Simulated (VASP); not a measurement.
# ZrC (Fm-3m) in VASP: a series of runs

ZrC is run at these levels: PBEsol; tasks: single point.

All numbers are computed with VASP 6.6.1; they aren't measurements. Logs are shortened: lines on timing, memory, paths and dates and some standing lists are left out, and cuts for length are marked.

### 1 The cell of the first run

The structure is cubic, space group Fm-3m (No. 225). Conventional cell: a = 4.638 Å, b = 4.638 Å, c = 4.638 Å, α = 90.00°, β = 90.00°, γ = 90.00°. Within 3.1 Å of Zr (site symmetry m-3m) lie 6 C at 2.32 Å. C (site symmetry m-3m) has 6 Zr at 2.32 Å within 3.1 Å.

### 2 Single point, PBEsol (volume scaled by 0.980)

File INCAR:

```
SYSTEM = ZrC
ALGO = Normal
EDIFF = 1E-6
ENCUT = 520
GGA = PS
ISIF = 2
ISMEAR = 0
LASPH = .True.
LCHARG = .False.
LREAL = .False.
LWAVE = .False.
NBANDS = 15
NELM = 60
PREC = Accurate
SIGMA = 0.05
```

File KPOINTS:

```
k-points
0
Gamma
  12 12 12
  0 0 0
```

File POSCAR:

```
ZrC
1.0
    0.0000000000      2.3189155960      2.3189155960
    2.3189155960      0.0000000000      2.3189155960
    2.3189155960      2.3189155960      0.0000000000
Zr C
1 1
Direct
    0.5000000000      0.5000000000      0.5000000000
    0.0000000000      0.0000000000      0.0000000000
```

Potentials or basis: VASP PAW PBE potentials, release 64 (Zr_sv, C).

Started as:

```
$ cat potpaw_PBE.64/Zr_sv/POTCAR potpaw_PBE.64/C/POTCAR > POTCAR
$ mpirun -np 1 vasp_std > vasp.out
```

OUTCAR:

```text
SYSTEM = ZrC
   EDIFF = 1E-6
   ENCUT = 520
   GGA = PS
   ISIF = 2
   ISMEAR = 0
   LASPH = .True.
   LREAL = .False.
   NELM = 60
   PREC = Accurate

 ion  position               nearest neighbor table
   1  0.500  0.500  0.500-   2 2.32   2 2.32   2 2.32   2 2.32   2 2.32   2 2.32
   2  0.000  0.000  0.000-   1 2.32   1 2.32   1 2.32   1 2.32   1 2.32   1 2.32

  LATTYP: Found a face centered cubic cell.
 ALAT       =     4.6378311920

  Lattice vectors:

 A1 = (   0.0000000000,   2.3189155960,   2.3189155960)
 A2 = (   2.3189155960,   0.0000000000,   2.3189155960)
 A3 = (   2.3189155960,   2.3189155960,   0.0000000000)

Analysis of symmetry for initial positions (statically):
=====================================================================
 Subroutine PRICEL returns:
 Original cell was already a primitive cell.

 Routine SETGRP: Setting up the symmetry group for a
 face centered cubic supercell.

 Subroutine GETGRP returns: Found 48 space group operations
 (whereof 48 operations were pure point group operations)
 out of a pool of 48 trial point group operations.

The static configuration has the point symmetry O_h .

Analysis of symmetry for dynamics (positions and initial velocities):
=====================================================================
 Subroutine PRICEL returns:
 Original cell was already a primitive cell.

 Routine SETGRP: Setting up the symmetry group for a
 face centered cubic supercell.

 Subroutine GETGRP returns: Found 48 space group operations
 (whereof 48 operations were pure point group operations)
 out of a pool of 48 trial point group operations.

The dynamic configuration has the point symmetry O_h .

 Subroutine INISYM returns: Found 48 space group operations
 (whereof 48 operations are pure point group operations),
 and found     1 'primitive' translations

----------------------------------------------------------------------------------------

                                     Primitive cell

  volume of cell :      24.9393

  direct lattice vectors                    reciprocal lattice vectors
     0.000000000  2.318915596  2.318915596    -0.215618025  0.215618025  0.215618025
     2.318915596  0.000000000  2.318915596     0.215618025 -0.215618025  0.215618025
     2.318915596  2.318915596  0.000000000     0.215618025  0.215618025 -0.215618025

  length of vectors
     3.279441886  3.279441886  3.279441886     0.373461374  0.373461374  0.373461374

  position of ions in fractional coordinates (direct lattice)
     0.500000000  0.500000000  0.500000000
     0.000000000  0.000000000  0.000000000

  ion indices of the primitive-cell ions
   primitive index   ion index
                 1           1
                 2           2

----------------------------------------------------------------------------------------

 KPOINTS: k-points

Automatic generation of k-mesh.
 Grid dimensions read from file:
 generate k-points for:   12   12   12

 Generating k-lattice:

  Cartesian coordinates                     Fractional coordinates (reciprocal lattice)
    -0.017968169  0.017968169  0.017968169     0.083333333  0.000000000  0.000000000
     0.017968169 -0.017968169  0.017968169     0.000000000  0.083333333  0.000000000
     0.017968169  0.017968169 -0.017968169     0.000000000  0.000000000  0.083333333

  Length of vectors
     0.031121781  0.031121781  0.031121781

  Shift w.r.t. Gamma in fractional coordinates (k-lattice)
     0.000000000  0.000000000  0.000000000

 Subroutine IBZKPT returns following result:
 ===========================================

 Found     72 irreducible k-points:

 Following reciprocal coordinates:
            Coordinates               Weight
  0.000000  0.000000  0.000000      1.000000
  0.083333  0.000000  0.000000      8.000000
  0.166667  0.000000  0.000000      8.000000
  0.250000  0.000000  0.000000      8.000000
  0.333333  0.000000  0.000000      8.000000
  0.416667  0.000000  0.000000      8.000000
[... 16 lines left out ...]
  0.500000  0.166667  0.000000     24.000000
 -0.416667  0.166667  0.000000     24.000000
 [... further k-points ...]
   k-points           NKPTS =     72   k-points in BZ     NKDIM =     72   number of bands    NBANDS=     15
   number of dos      NEDOS =    301   number of ions     NIONS =      2
   total plane-waves  NPLWV =  13824
   dimension x,y,z NGX =    24 NGY =   24 NGZ =   24
   dimension x,y,z NGXF=    48 NGYF=   48 NGZF=   48
   ions per type =               1   1
   NGX,Y,Z   is equivalent  to a cutoff of  12.17, 12.17, 12.17 a.u.
   NGXF,Y,Z  is equivalent  to a cutoff of  24.33, 24.33, 24.33 a.u.
 SYSTEM =  ZrC
   PREC   = accura    normal or accurate (medium, high low for compatibility)
   ISTART =      0    job   : 0-new  1-cont  2-samecut
   ICHARG =      2    charge: 1-file 2-atom 10-const
   ISPIN  =      1    spin polarized calculation?
   LNONCOLLINEAR =      F non collinear calculations
   LSORBIT =      F    spin-orbit coupling
   LASPH  =      T    aspherical Exc in radial PAW
   ENCUT  =  520.0 eV  38.22 Ry    6.18 a.u.   6.10  6.10  6.10*2*pi/ulx,y,z
   NELM   =     60;   NELMIN=  2; NELMDL= -5     # of ELM steps
   EDIFF  = 0.1E-05   stopping-criterion for ELM
   LREAL  =      F    real-space projection
   EDIFFG = 0.1E-04   stopping-criterion for IOM
   NSW    =      0    number of steps for IOM
   IBRION =     -1    ionic relax: 0-MD 1-quasi-New 2-CG
   NFREE  =      0    steps in history (QN), initial steepest desc. (CG)
   ISIF   =      2    stress and relaxation
   ISYM   =      2    0-nonsym 1-usesym 2-fastsym
   POTIM  = 0.5000    time-step for ionic-motion
   TEBEG  =    0.0;   TEEND  =   0.0 temperature during run
   PSTRESS=    0.0 pullay stress
   NELECT =      16.0000    total number of electrons
   NUPDOWN=      -1.0000    fix difference up-down
   EMIN   =  10.00;   EMAX   =-10.00  energy-range for DOS
   EFERMI =   0.00;   METHOD = LEGACY
   ISMEAR =     0;   SIGMA  =   0.05  broadening in eV -4-tet -1-fermi 0-gaus
   EFERMI_NEDOS =   21; number of points for ismear=-14 and -15
   IALGO  =     38    algorithm
   IMIX   =      4    mixing-type and parameters
     AMIX     =   0.40;   BMIX     =  1.00
     AMIX_MAG =   1.60;   BMIX_MAG =  1.00
  volume/ion in A,a.u.               =      12.47        84.15
  Fermi-wavevector in a.u.,A,eV,Ry     =   1.411952  2.668202 27.124684  1.993608
  Thomas-Fermi vector in A             =   2.533750
   LORBIT       =      0    0 simple, 1 ext, 2 COOP (PROOUT), +10 PAW based schemes
   GGA     = PS    functional components
   LHFCALC =     F    Hartree Fock is set to
   AEXX    =    0.0000 exact exchange contribution
   IVDW    =     0    specifies the selected vdW correction
   LEPSILON=     F    determine dielectric tensor
   LRPA    =     F    only Hartree local field effects (RPA)
 non-spin polarized calculation
 Gauss-broadening in eV      SIGMA  =   0.05
  energy-cutoff  :      520.00
  volume of cell :       24.94
 maximum number of plane-waves:       692
   NGX = 13   NGY = 13   NGZ = 13

 number of electron      16.0000000 magnetization

 Free energy of the ion-electron system (eV)
  ---------------------------------------------------
  ext. energy  EPLUGINS =         0.00000000
  ---------------------------------------------------
  free energy    TOTEN  =       -20.56226073 eV

  energy without entropy =      -20.56148608  energy(sigma->0) =      -20.56187341

 E-fermi :  10.0342     XC(G=0): -12.4794

 val. band max:       10.0069590927   @ k =   0.1667   0.1667   0.0000
 cond. band min:      10.0571054285   @ k =   0.3333   0.2500   0.0000
 fundamental gap:      0.0501463358
 Fermi energy:        10.0342311609

 k-point     1 :       0.0000    0.0000    0.0000
  band No.  band energies     occupation
      1     -37.8592      2.00000
      2     -15.5709      2.00000
      3     -15.5709      2.00000
      4     -15.5709      2.00000
      5      -1.4584      2.00000
      6      10.9230      0.00000
      7      10.9230      0.00000
      8      10.9230      0.00000
      9      11.0303      0.00000
     10      11.0303      0.00000
     11      11.0303      0.00000
     12      12.8835      0.00000
     13      12.8835      0.00000
     14      17.7221      0.00000
     15      20.4188      0.00000

 k-point     2 :       0.0833    0.0000    0.0000
  band No.  band energies     occupation
      1     -37.8510      2.00000
      2     -15.6443      2.00000
      3     -15.5772      2.00000
      4     -15.5772      2.00000
      5      -1.2878      2.00000
      6       9.8186      2.00000
      7      10.0806      0.18933
      8      10.0806      0.18932
      9      11.3492      0.00000
     10      11.3492      0.00000
     11      11.7799      0.00000
     12      13.7531      0.00000
     13      13.7531      0.00000
     14      18.0532      0.00000
     15      20.8784      0.00000

 k-point     3 :       0.1667    0.0000    0.0000
  band No.  band energies     occupation
      1     -37.8285      2.00000
      2     -15.8395      2.00000
      3     -15.5940      2.00000
      4     -15.5940      2.00000
      5      -0.8082      2.00000
      6       8.4774      2.00000
      7       9.0118      2.00000
      8       9.0118      2.00000
      9      11.8460      0.00000
     10      11.8460      0.00000
     11      12.3022      0.00000
     12      15.3319      0.00000
     13      15.3319      0.00000
     14      18.8208      0.00000
     15      22.0592      0.00000
[... 343 lines left out ...]
 k-point    23 :       0.5000    0.1667    0.0000
  band No.  band energies     occupation
      1     -37.7249      2.00000
      2     -16.4625      2.00000
      3     -15.8115      2.00000
      4     -15.7234      2.00000
      5       1.1913      2.00000
      6       5.3306      2.00000
      7       7.2270      2.00000
      8       7.4657      2.00000
      9      12.7523      0.00000
     10      14.9250      0.00000
     11      15.4737      0.00000
     12      18.2639      0.00000
     13      18.9175      0.00000
     14      20.6309      0.00000
     15      23.8304      0.00000

 k-point    24 :      -0.4167    0.1667    0.0000
  band No.  band energies     occupation
      1     -37.7228      2.00000
      2     -16.4730      2.00000
      3     -15.8459      2.00000
      4     -15.6987      2.00000
      5       1.3513      2.00000
      6       5.1385      2.00000
      7       7.1985      2.00000
      8       7.2911      2.00000
      9      13.7887      0.00000
     10      14.4024      0.00000
     11      15.0042      0.00000
     12      18.3171      0.00000
     13      19.7117      0.00000
     14      20.1724      0.00000
     15      23.7064      0.00000

 [... further k-points ...]

------------------------ aborting loop because EDIFF is reached ----------------------------------------

  FORCE on cell =-STRESS in cart. coord.  units (eV):
  Direction    XX          YY          ZZ          XY          YZ          ZX
  --------------------------------------------------------------------------------------
  -------------------------------------------------------------------------------------
  Total        0.8378444      0.8378444      0.8378444     -0.0000000      0.0000000     -0.0000000
  in kB       53.8256285     53.8256285     53.8256285     -0.0000000      0.0000000     -0.0000000
  external PRESSURE =      53.8256285 kB  Pullay stress =       0.0000000 kB

 VOLUME and BASIS-vectors are now :
 -----------------------------------------------------------------------------
  energy-cutoff  :      520.00
  volume of cell :       24.94
      direct lattice vectors                 reciprocal lattice vectors
     0.000000000  2.318915596  2.318915596    -0.215618025  0.215618025  0.215618025
     2.318915596  0.000000000  2.318915596     0.215618025 -0.215618025  0.215618025
     2.318915596  2.318915596  0.000000000     0.215618025  0.215618025 -0.215618025

 POSITION                                       TOTAL-FORCE (eV/Angst)
 -----------------------------------------------------------------------------------
      2.31892      2.31892      2.31892         0.000000      0.000000     -0.000000
      0.00000      0.00000      0.00000         0.000000      0.000000      0.000000
 -----------------------------------------------------------------------------------
    total drift:                                0.000000     -0.000000      0.000000

  FREE ENERGIE OF THE ION-ELECTRON SYSTEM (eV)
  ---------------------------------------------------
  free  energy   TOTEN  =       -20.5622607346 eV

  energy  without entropy=      -20.5614860792  energy(sigma->0) =      -20.56187341
```

It took 15 s on 1 thread of AMD EPYC 9R45 (Zen 5), shared host; peak memory 0.12 GiB.

Results:

- Free energy: -20.5623 eV
- Pressure: 5.4 GPa
- Band gap on the k mesh: zero (band 8 reaches 10.92 eV, above the bottom of band 9 at 9.58 eV)

Levels at points of the mesh, in eV from the Fermi level:
| k point | band 5 | band 6 | band 7 | band 8 | band 9 | band 10 | band 11 | band 12 |
| --- | --- | --- | --- | --- | --- | --- | --- | --- |
| (0.00, 0.00, 0.00) | -11.49 | 0.89 | 0.89 | 0.89 | 1.00 | 1.00 | 1.00 | 2.85 |
| (0.50, 0.00, 0.00) | -8.16 | -5.57 | -3.15 | -3.15 | 4.65 | 4.65 | 5.52 | 6.58 |
| (0.50, 0.50, 0.00) | -10.34 | -2.06 | -2.02 | 0.04 | 0.04 | 4.61 | 5.90 | 5.90 |

Caveat: the PAW data sets were made with another functional, which shifts forces and pressure a little.

(Continued in part 2 of 2.)
